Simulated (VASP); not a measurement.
# GaO4 (Pm-3m) in VASP: a series of runs, part 2 of 2

VASP 6.6.1.

### 3 Single point, PBE, collinear spin, ferromagnetic start

This run uses another cell than the first one, of 11.89 Å³/atom.

INCAR reads:

```
  PREC = Accurate
  ENCUT = 520
  EDIFF = 1E-6
  ISMEAR = 0
  SIGMA = 0.1
  LREAL = F
  LASPH = T
  NELM = 150
  ALGO = Normal
  ISIF = 2
  LWAVE = F
  LCHARG = F
  ISPIN = 2
  MAGMOM = 0 1 1 1 1
  LORBIT = 11
  GGA = PE
  NBANDS = 30
```

KPOINTS reads:

```
Automatic mesh
0
Gamma
  4 4 4
```

POSCAR reads:

```
GaO4
1.0
    3.9033194535      0.0000000000      0.0000000000
    0.0000000000      3.9033194535      0.0000000000
    0.0000000000      0.0000000000      3.9033194535
Ga O
1 4
Direct
    0.0000000000      0.0000000000      0.0000000000
    0.5000000000      0.5000000000      0.5000000000
    0.5000000000      0.0000000000      0.0000000000
    0.0000000000      0.5000000000      0.0000000000
    0.0000000000      0.0000000000      0.5000000000
```

Potentials or basis: VASP PAW PBE potentials, release 64 (Ga_d, O).

Run with:

```console
$ cat potpaw_PBE.64/Ga_d/POTCAR potpaw_PBE.64/O/POTCAR > POTCAR
$ mpirun -np 1 vasp_std > vasp.out
```

Run time: 22 s. Hardware: 1 thread of Intel Xeon 6975P-C (Granite Rapids), shared host; peak memory 0.19 GiB.

The run converged. Its results:

```
Free energy                                           : -21.1166 eV
Pressure                                              : 0.0 GPa
Band gap on the k mesh                                : zero (filled and empty bands overlap)
Net moment                                            : 5.00 μB per cell
Site moments                                          : Ga -0.06; O +1.65, +0.86 (each value once) μB
Valence electrons inside the program's atomic spheres : Ga 11.67; O 4.54, 4.83 (each value once)
```

Levels at points of the mesh, in eV from the Fermi level:
Spin up:
| k point | band 19 | band 20 | band 21 | band 22 | band 23 | band 24 |
| --- | --- | --- | --- | --- | --- | --- |
| (0.00, 0.00, 0.00) | -1.21 | -1.21 | -1.21 | 3.49 | 10.39 | 13.32 |
| (0.50, 0.00, 0.00) | -1.73 | -1.72 | -1.72 | 6.72 | 11.08 | 13.25 |
| (0.50, 0.50, 0.00) | -1.67 | -1.11 | -1.07 | 8.98 | 10.99 | 10.99 |
| (0.50, 0.50, 0.50) | -1.09 | -1.06 | -1.06 | 9.90 | 9.90 | 9.90 |
Spin down:
```csv
k point,band 11,band 12,band 13,band 14,band 15,band 16,band 17,band 18,band 19,band 20
"(0.00, 0.00, 0.00)",-4.35,-4.35,-0.68,-0.68,-0.68,0.14,0.14,0.14,1.34,1.34
"(0.50, 0.00, 0.00)",-3.91,-3.46,-1.04,-1.00,-1.00,-0.16,-0.02,0.14,0.14,0.99
"(0.50, 0.50, 0.00)",-3.56,-1.70,-1.60,-1.60,-0.29,-0.28,-0.28,0.13,1.10,1.15
"(0.50, 0.50, 0.50)",-2.68,-2.68,-2.68,-0.28,-0.28,1.12,1.12,1.12,1.27,1.27
```

Caveat: the k points lie up to 0.40 Å⁻¹ apart, too coarse for converged energies and pressures of a metal.

### 4 Single point, PBE, collinear spin, ferromagnetic start

INCAR reads:

```
SYSTEM = GaO4
ALGO = Normal ; EDIFF = 1E-6
ENCUT = 520 ; GGA = PE
ISIF = 2 ; ISMEAR = 0
ISPIN = 2 ; LASPH = .TRUE.
LCHARG = .FALSE. ; LORBIT = 11
LREAL = .FALSE. ; LWAVE = .FALSE.
MAGMOM = 0 1 1 1 1 ; NBANDS = 30
NELM = 150 ; PREC = Accurate
SIGMA = 0.1
```

KPOINTS reads:

```
k-points
0
G
  4 4 4
  0 0 0
```

Changes to POSCAR since step 3:

```diff
@@ -2,5 +2,5 @@
 1.0
-    3.9033194535      0.0000000000      0.0000000000
-    0.0000000000      3.9033194535      0.0000000000
-    0.0000000000      0.0000000000      3.9033194535
+    3.9712903200      0.0000000000      0.0000000000
+    0.0000000000      3.9712903200      0.0000000000
+    0.0000000000      0.0000000000      3.9712903200
 Ga O
```

Run with:

```console
$ cat potpaw_PBE.64/Ga_d/POTCAR potpaw_PBE.64/O/POTCAR > POTCAR
$ mpirun -np 1 vasp_std > vasp.out
```

Run time: 22 s. Hardware: 1 thread of Intel Xeon 6975P-C (Granite Rapids), shared host; peak memory 0.19 GiB.

Results (log left out):

```yaml
Free_energy: -21.0689 eV
Pressure: -5.1 GPa
Band_gap_on_the_k_mesh: zero (filled and empty bands overlap)
Net_moment: 5.00 μB per cell
Site_moments: Ga -0.07; O +1.65, +0.86 (each value once) μB
Valence_electrons_inside_the_program's_atomic_spheres: Ga 11.55; O 4.53, 4.81 (each value once)
```

Levels at points of the mesh, in eV from the Fermi level:
Spin up:
| k point | band 18 | band 19 | band 20 | band 21 | band 22 | band 23 | band 24 | band 25 |
| --- | --- | --- | --- | --- | --- | --- | --- | --- |
| (0.00, 0.00, 0.00) | -1.91 | -1.29 | -1.29 | -1.29 | 2.84 | 10.06 | 13.13 | 13.13 |
| (0.50, 0.00, 0.00) | -1.77 | -1.77 | -1.74 | -1.74 | 6.02 | 10.52 | 12.89 | 13.77 |
| (0.50, 0.50, 0.00) | -1.73 | -1.73 | -1.21 | -1.17 | 8.20 | 10.42 | 10.42 | 13.12 |
| (0.50, 0.50, 0.50) | -1.19 | -1.16 | -1.16 | -1.16 | 9.43 | 9.43 | 9.43 | 10.19 |
Spin down:
```
           k point  band 12  band 13  band 14  band 15  band 16  band 17  band 18  band 19
(0.00, 0.00, 0.00)    -4.17    -0.66    -0.66    -0.66     0.14     0.14     0.14     1.24
(0.50, 0.00, 0.00)    -3.56    -1.00    -0.93    -0.93    -0.13    -0.02     0.13     0.13
(0.50, 0.50, 0.00)    -1.61    -1.50    -1.50    -0.43    -0.26    -0.26     0.13     1.02
(0.50, 0.50, 0.50)    -2.51    -2.51    -0.42    -0.42     1.04     1.04     1.04     1.17
```

Caveat: the k points lie up to 0.40 Å⁻¹ apart, too coarse for converged energies and pressures of a metal.

### 5 Relaxation of cell and atoms, PBE, collinear spin, ferromagnetic start

INCAR reads:

```
PREC = Accurate
ENCUT = 600
EDIFF = 1E-6
ISMEAR = 0
SIGMA = 0.1
LREAL = F
LASPH = T
NELM = 150
ALGO = Normal
ISIF = 3
LWAVE = F
LCHARG = F
ISPIN = 2
MAGMOM = 0 1 1 1 1
LORBIT = 11
GGA = PE
IBRION = 2
NSW = 90
EDIFFG = -0.04
```

KPOINTS reads:

```
Automatic mesh
0
Gamma
  4 4 4
```

POSCAR is that of step 4.

Run with:

```console
$ cat potpaw_PBE.64/Ga_d/POTCAR potpaw_PBE.64/O/POTCAR > POTCAR
$ mpirun -np 1 vasp_std > vasp.out
```

It took 41 s on 1 thread of Intel Xeon 6975P-C (Granite Rapids), shared host; peak memory 0.21 GiB.

It converged, with:

```yaml
Free_energy: -21.1280 eV
Relaxed_volume: 11.87 Å³/atom
Relaxed_cell: a = 3.901 Å, b = 3.901 Å, c = 3.901 Å, α = 90.00°, β = 90.00°, γ = 90.00°
Space_group_after_relaxing_to_0.1_Å: Pm-3m (No. 221)
Energy_gained_by_relaxing: 11.1 meV/atom
Ionic_steps: 3
Pressure_after_relaxing: 0.0 GPa
Band_gap_on_the_k_mesh: zero (filled and empty bands overlap)
Net_moment: 5.00 μB per cell
Site_moments: Ga -0.06; O +1.65, +0.86 (each value once) μB
Valence_electrons_inside_the_program's_atomic_spheres: Ga 11.67; O 4.53, 4.83 (each value once)
```

The path:
```tsv
step	energy change (eV)	largest force (eV/Å)	pressure (GPa)	volume (Å³)
1	0.0000	0.0000	-5.19	62.63
2	-0.0548	0.0000	0.61	59.02
3	-0.0555	0.0000	0.01	59.35
```

Final structure:
```yaml
crystal:
  lattice:
    - [3.90074, 0.00000, 0.00000]
    - [0.00000, 3.90074, 0.00000]
    - [0.00000, 0.00000, 3.90074]
  atoms:
    - { symbol: Ga, position: [0.00000, 0.00000, 0.00000] }
    - { symbol: O, position: [0.50000, 0.50000, 0.50000] }
    - { symbol: O, position: [0.50000, 0.00000, 0.00000] }
    - { symbol: O, position: [0.00000, 0.50000, 0.00000] }
    - { symbol: O, position: [0.00000, 0.00000, 0.50000] }
```

Levels at points of the mesh, in eV from the Fermi level:
Spin up:
```tsv
k point	band 18	band 19	band 20	band 21	band 22	band 23	band 24
(0.00, 0.00, 0.00)	-1.92	-1.21	-1.21	-1.21	3.51	10.40	13.33
(0.50, 0.00, 0.00)	-1.73	-1.73	-1.72	-1.72	6.75	11.10	13.27
(0.50, 0.50, 0.00)	-1.66	-1.66	-1.10	-1.06	9.01	11.02	11.02
(0.50, 0.50, 0.50)	-1.09	-1.09	-1.05	-1.05	9.92	9.92	9.92
```
Spin down:
```
           k point  band 12  band 13  band 14  band 15  band 16  band 17  band 18  band 19
(0.00, 0.00, 0.00)    -4.36    -0.68    -0.68    -0.68     0.14     0.14     0.14     1.35
(0.50, 0.00, 0.00)    -3.46    -1.04    -1.00    -1.00    -0.16    -0.02     0.14     0.14
(0.50, 0.50, 0.00)    -1.70    -1.61    -1.61    -0.29    -0.28    -0.28     0.13     1.10
(0.50, 0.50, 0.50)    -2.69    -2.69    -0.28    -0.28     1.12     1.12     1.12     1.27
```

Caveat: the k points lie up to 0.40 Å⁻¹ apart in the final cell, too coarse for converged energies and pressures of a metal.

### 6 Summary

| task | spin | cell | cutoff (eV) | gap on the mesh (eV) | pressure (GPa) | moment (μB) |
| --- | --- | --- | --- | --- | --- | --- |
| single point | off | a = 3.971 Å, 5 atoms | 520 | none | -10.0 | - |
| single point | collinear, ferromagnetic start | a = 3.903 Å, 5 atoms | 520 | none | 0.0 | 5.00 |
| single point | collinear, ferromagnetic start | a = 3.971 Å, 5 atoms | 520 | none | -5.1 | 5.00 |
| relaxation of cell and atoms | collinear, ferromagnetic start | relaxed from a = 3.971 Å, 5 atoms | 600 | none | 0.0 | 5.00 |

Alike in all rows: level PBE; potentials or basis VASP PAW PBE potentials, release 64 (Ga_d, O); k mesh 4 × 4 × 4; smearing gaussian 0.1 eV.

Caveats: all runs use coarse meshes; an odd number of electrons without spin polarisation forces a metal (at least some runs); a magnetic or distorted state may lie lower (at least some runs).

Total energies depend on the potentials used, so only differences within one code and one set of settings carry meaning.
